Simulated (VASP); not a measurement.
# Te (P3_121) in VASP: further runs

Te is run at these levels: PBE; tasks: single point, relaxation of the atoms.

Everything below comes from runs of VASP 6.6.1. Logs are shortened: lines on timing, memory, paths and dates and some standing lists are left out, and cuts for length are marked.

## Step 1: The cell of the first run

It takes space group P3_121 (No. 152, trigonal). Conventional cell: a = 4.499 Å, b = 4.499 Å, c = 5.924 Å, α = 90.00°, β = 90.00°, γ = 120.00°. Within 3.8 Å of Te (site symmetry 2) lie 6 Te at 2.89 to 3.49 Å.

## Step 2: Single point, PBE

Input file INCAR:

```
SYSTEM = Te
ALGO = Normal
EDIFF = 1E-6
ENCUT = 520
GGA = PE
ISIF = 2
ISMEAR = -1
LASPH = .True.
LCHARG = .True.
LELF = .True.
LREAL = .False.
LVHAR = .True.
LWAVE = .False.
NBANDS = 16
NELM = 100
PREC = Accurate
SIGMA = 0.05
```

Input file KPOINTS:

```
k-points
0
Gamma
  6 6 4
  0 0 0
```

Input file POSCAR:

```
Te
1.0
    4.4985400000      0.0000000000      0.0000000000
   -2.2492700000      3.8958499200      0.0000000000
    0.0000000000      0.0000000000      5.9240000000
Te
3
Direct
    0.7292675374      0.7292675374      0.0000000000
    0.0000000000      0.2707324626      0.6666666667
    0.2707324626      0.0000000000      0.3333333333
```

Potentials or basis: VASP PAW PBE potentials, release 64 (Te).

Run with:

```console
cat potpaw_PBE.64/Te/POTCAR > POTCAR
mpirun -np 1 vasp_std > vasp.out
```

OUTCAR:

```text
SYSTEM = Te
   EDIFF = 1E-6
   ENCUT = 520
   GGA = PE
   ISIF = 2
   ISMEAR = -1
   LASPH = .True.
   LREAL = .False.
   NELM = 100
   PREC = Accurate

 ion  position               nearest neighbor table
   1  0.729  0.729  0.000-   3 2.89   2 2.89   3 3.49   2 3.49   2 3.49   3 3.49
   2  0.000  0.271  0.667-   1 2.89   3 2.89   1 3.49   1 3.49   3 3.49   3 3.49
   3  0.271  0.000  0.333-   1 2.89   2 2.89   1 3.49   1 3.49   2 3.49   2 3.49

  LATTYP: Found a hexagonal cell.
 ALAT       =     4.4985400000
 C/A-ratio  =     1.3168716962

  Lattice vectors:

 A1 = (   4.4985400000,   0.0000000000,   0.0000000000)
 A2 = (  -2.2492700000,   3.8958499200,   0.0000000000)
 A3 = (   0.0000000000,   0.0000000000,   5.9240000000)

Analysis of symmetry for initial positions (statically):
=====================================================================
 Subroutine PRICEL returns:
 Original cell was already a primitive cell.

 Routine SETGRP: Setting up the symmetry group for a
 hexagonal supercell.

 Subroutine GETGRP returns: Found  6 space group operations
 (whereof  2 operations were pure point group operations)
 out of a pool of 24 trial point group operations.

The static configuration has the point symmetry C_2 .
 The point group associated with its full space group is D_3 .

Analysis of symmetry for dynamics (positions and initial velocities):
=====================================================================
 Subroutine PRICEL returns:
 Original cell was already a primitive cell.

 Routine SETGRP: Setting up the symmetry group for a
 hexagonal supercell.

 Subroutine GETGRP returns: Found  6 space group operations
 (whereof  2 operations were pure point group operations)
 out of a pool of 24 trial point group operations.

The dynamic configuration has the point symmetry C_2 .
 The point group associated with its full space group is D_3 .

 Subroutine INISYM returns: Found  6 space group operations
 (whereof  2 operations are pure point group operations),
 and found     1 'primitive' translations

----------------------------------------------------------------------------------------

                                     Primitive cell

  volume of cell :     103.8219

  direct lattice vectors                    reciprocal lattice vectors
     4.498540000  0.000000000  0.000000000     0.222294344  0.128341700  0.000000000
    -2.249270000  3.895849920  0.000000000     0.000000000  0.256683399  0.000000000
     0.000000000  0.000000000  5.924000000     0.000000000  0.000000000  0.168804862

  length of vectors
     4.498540000  4.498540000  5.924000000     0.256683399  0.256683399  0.168804862

  position of ions in fractional coordinates (direct lattice)
     0.729267537  0.729267537  0.000000000
     0.000000000  0.270732463  0.666666667
     0.270732463  0.000000000  0.333333333

  ion indices of the primitive-cell ions
   primitive index   ion index
                 1           1
                 2           2
                 3           3

----------------------------------------------------------------------------------------

 KPOINTS: k-points

Automatic generation of k-mesh.
 Grid dimensions read from file:
 generate k-points for:    6    6    4

 Generating k-lattice:

  Cartesian coordinates                     Fractional coordinates (reciprocal lattice)
     0.037049057  0.021390283  0.000000000     0.166666667  0.000000000  0.000000000
     0.000000000  0.042780567  0.000000000     0.000000000  0.166666667  0.000000000
     0.000000000  0.000000000  0.042201215     0.000000000  0.000000000  0.250000000

  Length of vectors
     0.042780567  0.042780567  0.042201215

  Shift w.r.t. Gamma in fractional coordinates (k-lattice)
     0.000000000  0.000000000  0.000000000

 Subroutine IBZKPT returns following result:
 ===========================================

 Found     24 irreducible k-points:

 Following reciprocal coordinates:
            Coordinates               Weight
  0.000000  0.000000  0.000000      1.000000
  0.166667  0.000000  0.000000      6.000000
  0.333333  0.000000  0.000000      6.000000
  0.500000  0.000000  0.000000      3.000000
  0.166667  0.166667  0.000000      6.000000
  0.333333  0.166667  0.000000     12.000000
[... 16 lines left out ...]
  0.333333  0.166667  0.500000     12.000000
  0.333333  0.333333  0.500000      2.000000
   k-points           NKPTS =     24   k-points in BZ     NKDIM =     24   number of bands    NBANDS=     16
   number of dos      NEDOS =    301   number of ions     NIONS =      3
   total plane-waves  NPLWV =  62208
   dimension x,y,z NGX =    36 NGY =   36 NGZ =   48
   dimension x,y,z NGXF=    72 NGYF=   72 NGZF=   96
   ions per type =               3
   NGX,Y,Z   is equivalent  to a cutoff of  13.30, 13.30, 13.47 a.u.
   NGXF,Y,Z  is equivalent  to a cutoff of  26.61, 26.61, 26.94 a.u.
 SYSTEM =  Te
   PREC   = accura    normal or accurate (medium, high low for compatibility)
   ISTART =      0    job   : 0-new  1-cont  2-samecut
   ICHARG =      2    charge: 1-file 2-atom 10-const
   ISPIN  =      1    spin polarized calculation?
   LNONCOLLINEAR =      F non collinear calculations
   LSORBIT =      F    spin-orbit coupling
   LASPH  =      T    aspherical Exc in radial PAW
   ENCUT  =  520.0 eV  38.22 Ry    6.18 a.u.   8.36  8.36 11.01*2*pi/ulx,y,z
   NELM   =    100;   NELMIN=  2; NELMDL= -5     # of ELM steps
   EDIFF  = 0.1E-05   stopping-criterion for ELM
   LREAL  =      F    real-space projection
   EDIFFG = 0.1E-04   stopping-criterion for IOM
   NSW    =      0    number of steps for IOM
   IBRION =     -1    ionic relax: 0-MD 1-quasi-New 2-CG
   NFREE  =      0    steps in history (QN), initial steepest desc. (CG)
   ISIF   =      2    stress and relaxation
   ISYM   =      2    0-nonsym 1-usesym 2-fastsym
   POTIM  = 0.5000    time-step for ionic-motion
   TEBEG  =    0.0;   TEEND  =   0.0 temperature during run
   PSTRESS=    0.0 pullay stress
   NELECT =      18.0000    total number of electrons
   NUPDOWN=      -1.0000    fix difference up-down
   EMIN   =  10.00;   EMAX   =-10.00  energy-range for DOS
[... 5 lines left out ...]
     AMIX     =   0.40;   BMIX     =  1.00
     AMIX_MAG =   1.60;   BMIX_MAG =  1.00
  volume/ion in A,a.u.               =      34.61       233.54
  Fermi-wavevector in a.u.,A,eV,Ry     =   0.912857  1.725049 11.337840  0.833308
  Thomas-Fermi vector in A             =   2.037301
   LORBIT       =      0    0 simple, 1 ext, 2 COOP (PROOUT), +10 PAW based schemes
   GGA     = PE    functional components
   LHFCALC =     F    Hartree Fock is set to
   AEXX    =    0.0000 exact exchange contribution
   IVDW    =     0    specifies the selected vdW correction
   LEPSILON=     F    determine dielectric tensor
   LRPA    =     F    only Hartree local field effects (RPA)
 non-spin polarized calculation
  energy-cutoff  :      520.00
  volume of cell :      103.82
 maximum number of plane-waves:      2878
 NGX is ok and might be reduce to    36
   NGX = 17   NGY = 17   NGZ = 23

 number of electron      17.9999999 magnetization

 Free energy of the ion-electron system (eV)
  ---------------------------------------------------
  ext. energy  EPLUGINS =         0.00000000
  ---------------------------------------------------
  free energy    TOTEN  =        -9.42541216 eV

  energy without entropy =       -9.42404610  energy(sigma->0) =       -9.42472913

 E-fermi :   5.8412     XC(G=0):  -8.9856

 val. band max:        5.7119123287   @ k =   0.3333   0.3333   0.5000
 cond. band min:       5.9314354539   @ k =   0.3333   0.3333   0.5000
 fundamental gap:      0.2195231252
 Fermi energy:         5.8412393261

 k-point     1 :       0.0000    0.0000    0.0000
  band No.  band energies     occupation
      1      -7.7526      2.00000
      2      -4.5329      2.00000
      3      -4.5329      2.00000
      4       2.6886      2.00000
      5       2.9867      2.00000
      6       2.9867      2.00000
[... 8 lines left out ...]
     15      11.6583      0.00000
     16      11.9838      0.00000

 k-point     2 :       0.1667    0.0000    0.0000
  band No.  band energies     occupation
      1      -7.5723      2.00000
      2      -4.6061      2.00000
      3      -4.4921      2.00000
      4       1.6858      2.00000
      5       2.3001      2.00000
      6       2.6308      2.00000
[... 8 lines left out ...]
     15      11.8397      0.00000
     16      12.2807      0.00000

 k-point     3 :       0.3333    0.0000    0.0000
  band No.  band energies     occupation
      1      -7.0985      2.00000
      2      -4.9423      2.00000
      3      -4.3979      2.00000
      4       1.0103      2.00000
      5       1.6107      2.00000
      6       2.1595      2.00000
[... 8 lines left out ...]
     15      12.7264      0.00000
     16      13.6048      0.00000

 k-point     4 :       0.5000    0.0000    0.0000
  band No.  band energies     occupation
      1      -6.7279      2.00000
      2      -5.2875      2.00000
      3      -4.3449      2.00000
      4       1.0159      2.00000
      5       1.4096      2.00000
      6       2.1716      2.00000
[... 8 lines left out ...]
     15      14.2353      0.00000
     16      14.5529      0.00000
[... 324 lines left out ...]
 k-point    22 :       0.1667    0.1667    0.5000
  band No.  band energies     occupation
      1      -6.5143      2.00000
      2      -6.4177      2.00000
      3      -3.5069      2.00000
      4       1.2464      2.00000
      5       1.9216      2.00000
      6       2.0857      2.00000
[... 8 lines left out ...]
     15      12.2977      0.00000
     16      12.5069      0.00000

 k-point    23 :       0.3333    0.1667    0.5000
  band No.  band energies     occupation
      1      -6.2314      2.00000
      2      -6.0038      2.00000
      3      -4.1760      2.00000
      4       0.4596      2.00000
      5       1.3642      2.00000
      6       1.5389      2.00000
[... 8 lines left out ...]
     15      12.4712      0.00000
     16      13.2150      0.00000

 k-point    24 :       0.3333    0.3333    0.5000
  band No.  band energies     occupation
      1      -5.9847      2.00000
      2      -5.9847      2.00000
      3      -4.3720      2.00000
      4       0.6702      2.00000
      5       0.8099      2.00000
      6       0.8099      2.00000
[... 8 lines left out ...]
     15      12.1990      0.00000
     16      12.7275      0.00000

------------------------ aborting loop because EDIFF is reached ----------------------------------------

  FORCE on cell =-STRESS in cart. coord.  units (eV):
  Direction    XX          YY          ZZ          XY          YZ          ZX
  --------------------------------------------------------------------------------------
  -------------------------------------------------------------------------------------
  Total        0.2326046      0.2326046      0.3909752      0.0000000      0.0000000     -0.0000000
  in kB        3.5895500      3.5895500      6.0335231      0.0000000      0.0000000     -0.0000000
  external PRESSURE =       4.4042077 kB  Pullay stress =       0.0000000 kB

 VOLUME and BASIS-vectors are now :
 -----------------------------------------------------------------------------
  energy-cutoff  :      520.00
  volume of cell :      103.82
      direct lattice vectors                 reciprocal lattice vectors
     4.498540000  0.000000000  0.000000000     0.222294344  0.128341700  0.000000000
    -2.249270000  3.895849920  0.000000000     0.000000000  0.256683399  0.000000000
     0.000000000  0.000000000  5.924000000     0.000000000  0.000000000  0.168804862

 POSITION                                       TOTAL-FORCE (eV/Angst)
 -----------------------------------------------------------------------------------
      1.64032      2.84112      0.00000        -0.004314     -0.007473     -0.000000
     -0.60895      1.05473      3.94933        -0.004314      0.007473      0.000000
      1.21790      0.00000      1.97467         0.008629     -0.000000     -0.000000
 -----------------------------------------------------------------------------------
    total drift:                                0.000000     -0.000000      0.000000

  FREE ENERGIE OF THE ION-ELECTRON SYSTEM (eV)
  ---------------------------------------------------
  free  energy   TOTEN  =        -9.4254121616 eV

  energy  without entropy=       -9.4240461011  energy(sigma->0) =       -9.42472913
```

Run time: 28 s. Hardware: 1 thread of Intel Xeon 6975P-C, shared host; peak memory 0.24 GiB.

What came out:

```
Free energy            : -9.4254 eV
Pressure               : 0.4 GPa
Largest force          : 0.009 eV/Å
Band gap on the k mesh : 0.22 eV, direct
```

Forces in eV/Å, atoms in the order of the input:
```
Te  -0.004 -0.007  0.000
Te  -0.004  0.007  0.000
Te   0.009  0.000  0.000
```

Caveat: spin-orbit coupling is left out, which moves the levels of the heavy elements. A k mesh can miss the band edges.

## Step 3: Single point, PBE

This run uses another cell than the first one, of 35.30 Å³/atom, 1.020 times its volume.

Input file INCAR:

```
PREC = Accurate
ENCUT = 520
EDIFF = 1E-6
ISMEAR = -1
SIGMA = 0.05
LREAL = F
LASPH = T
NELM = 100
ALGO = Normal
ISIF = 2
LWAVE = F
LCHARG = F
GGA = PE
NBANDS = 16
```

Input file KPOINTS:

```
Automatic mesh
0
Gamma
  6 6 4
```

Input file POSCAR:

```
Te
1.0
    4.5430800000      0.0000000000      0.0000000000
   -2.2715400000      3.9344226915      0.0000000000
    0.0000000000      0.0000000000      5.9240000000
Te
3
Direct
    0.7329117343      0.7329117343      0.0000000000
    0.0000000000      0.2670882657      0.6666666667
    0.2670882657      0.0000000000      0.3333333333
```

Potentials or basis: VASP PAW PBE potentials, release 64 (Te).

Run with:

```console
cat potpaw_PBE.64/Te/POTCAR > POTCAR
mpirun -np 1 vasp_std > vasp.out
```

It took 31 s on 1 thread of Intel Xeon 6975P-C, shared host; peak memory 0.24 GiB.

Results (log left out):

* Free energy: -9.4272 eV
* Pressure: 0.1 GPa
* Largest force: 0.009 eV/Å
* Band gap on the k mesh: 0.27 eV, direct

Forces in eV/Å, atoms in the order of the input:
```
Te  -0.004 -0.007  0.000
Te  -0.004  0.007  0.000
Te   0.009  0.000  0.000
```

Stress tensor (GPa, compression positive):
```
-0.01  0.00  0.00
 0.00 -0.01  0.00
 0.00  0.00  0.18
```

Levels at points of the mesh, in eV from the valence-band top:
| k point | band 7 | band 8 | band 9 | band 10 | band 11 | band 12 |
| --- | --- | --- | --- | --- | --- | --- |
| (0.00, 0.00, 0.00) | -1.62 | -1.62 | -0.79 | 1.01 | 1.01 | 1.53 |
| (0.50, 0.00, 0.00) | -3.27 | -0.99 | -0.79 | 0.90 | 0.96 | 3.13 |
| (0.00, 0.00, 0.50) | -1.26 | -1.04 | -1.04 | 0.47 | 0.47 | 0.52 |
| (0.50, 0.00, 0.50) | -2.31 | -1.96 | -0.12 | 0.86 | 1.95 | 2.47 |

Caveat: spin-orbit coupling is left out, which moves the levels of the heavy elements. A k mesh can miss the band edges.

(Part 1 of 2 ends here.)
